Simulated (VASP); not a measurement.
Input of a VASP 6.6.1 run:

INCAR

```
SYSTEM = Nb2MoN3
ALGO = Normal
EDIFF = 1E-6
ENCUT = 600
GGA = PE
GGA_COMPAT = .False.
ISIF = 2
ISMEAR = 0
ISPIN = 2
LASPH = .True.
LCHARG = .False.
LMAXMIX = 4
LORBIT = 11
LREAL = .False.
LWAVE = .False.
MAGMOM = 0 0 1 0 0 0
NBANDS = 40
NELM = 200
PREC = Accurate
SIGMA = 0.15
```

The input KPOINTS:

```
k-points
0
Gamma
  4 4 2
  0 0 0
```

Contents of POSCAR:

```
Nb2MoN3
1.0
    2.9521873405     -0.0000000028      0.0000000000
   -1.4760936678      2.5566692350      0.0000000000
    0.0000000000      0.0000000000      8.5375079126
Nb Mo N
2 1 3
Direct
    0.0000000000      0.0000000000      0.6680195699
    0.0000000000      0.0000000000      0.3319804301
    0.0000000000      0.0000000000      0.0000000000
    0.3333333333      0.6666666667      0.8372444652
    0.3333333333      0.6666666667      0.1627555348
    0.3333333333      0.6666666667      0.5000000000
```

Potentials or basis: VASP PAW PBE potentials, release 64 (Nb_sv, Mo_sv, N).

Command:

```console
$ cat potpaw_PBE.64/Nb_sv/POTCAR potpaw_PBE.64/Mo_sv/POTCAR potpaw_PBE.64/N/POTCAR > POTCAR
$ mpirun -np 1 vasp_std > vasp.out
```

**Question.** Estimate the largest force.

**Answer.** 0.031 eV/Å.

**Question.** What does it give for the pressure?

**Answer.** -0.6 GPa.

Forces in eV/Å, atoms in the order of the input:
```
Nb   0.000  0.000  0.006
Nb   0.000  0.000 -0.006
Mo   0.000  0.000  0.000
N    0.000  0.000 -0.031
N    0.000  0.000  0.031
N    0.000  0.000  0.000
```

Caveat: the k points lie up to 0.61 Å⁻¹ apart.
